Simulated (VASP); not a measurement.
A run of VASP 6.6.1 is set up as follows.

The input INCAR:

```
PREC = Accurate
ENCUT = 520
EDIFF = 1E-6
ISMEAR = 0
SIGMA = 0.02
LREAL = Auto
LASPH = T
NELM = 80
ALGO = Normal
ISIF = 2
LWAVE = F
LCHARG = F
GGA = PE
NBANDS = 88
```

Contents of KPOINTS:

```
Automatic mesh
0
Gamma
  2 2 2
  0.5 0.5 0.5
```

POSCAR

```
Si16C17
1.0
    4.3797259441      4.3797259441      4.3797259441
   -4.3797259441      4.3797259441     -4.3797259441
   -4.3797259441     -4.3797259441      4.3797259441
Si C
16 17
Direct
    0.2544039317     -0.0015056878      0.0001351683
    0.2371431485      0.7376383914      0.2288081521
    0.4985791412      0.7491843193      0.0023460372
    0.2458640138      0.4974973384      0.4950531215
    0.5022393017      0.5014653949      0.2507324691
    0.7479038739      0.4992342050      0.0019357376
    0.2467301639      0.2532739523      0.7475668665
    0.4947759352      0.2513790849      0.4943609549
    0.7568910800      0.2537073128      0.2663157501
    0.0109852764      0.2461024991      0.0032760041
    0.4224665022     -0.0589539170      0.6686309914
    0.7453646739      0.0004219442      0.5064017768
    0.0002852918     -0.0010796338      0.2516794462
    0.7527249518      0.7578250426      0.7561457137
   -0.0133242355      0.7450855468      0.4952218535
   -0.0025989069      0.4988924028      0.7487999345
    0.5026727764      0.2515310351      0.2480876689
    0.4773765589     -0.0115793775      0.4623408007
    0.7500037769     -0.0014569405      0.2537199848
    0.4942616336      0.7417478951      0.7504022037
    0.7453784875      0.7499162144      0.5020263889
   -0.0040556191      0.7464883743      0.2485230843
    0.4987462750      0.4978336608     -0.0010441293
    0.7464726199      0.4963792319      0.7498926969
    0.0014238334      0.5043281311      0.5053035346
    0.2580232221      0.5028641125      0.2506987912
    0.7913315911      0.2783615951      0.0447256295
    0.0007135150      0.2533079727      0.7509859160
    0.2475242775      0.2509126174      0.4985261699
    0.0111449896     -0.0019728403      0.0080067795
    0.2338572123     -0.0020953366      0.7425906419
    0.2457802186      0.7445929361     -0.0104944923
    0.6936939751      0.0815602402     -0.1490940320
```

Potentials or basis: VASP PAW PBE potentials, release 64 (Si, C).

Command:

```sh
$ cat potpaw_PBE.64/Si/POTCAR potpaw_PBE.64/C/POTCAR > POTCAR
$ mpirun -np 1 vasp_std > vasp.out
```

What does it give for the band gap on the k mesh?

1.00 eV.

Estimate the largest force.

0.714 eV/Å.

What does it give for the pressure?

6.2 GPa.

Stress tensor (GPa, compression positive):
```
 4.49 -0.34 -3.12
-0.34  5.52  4.01
-3.12  4.01  8.50
```
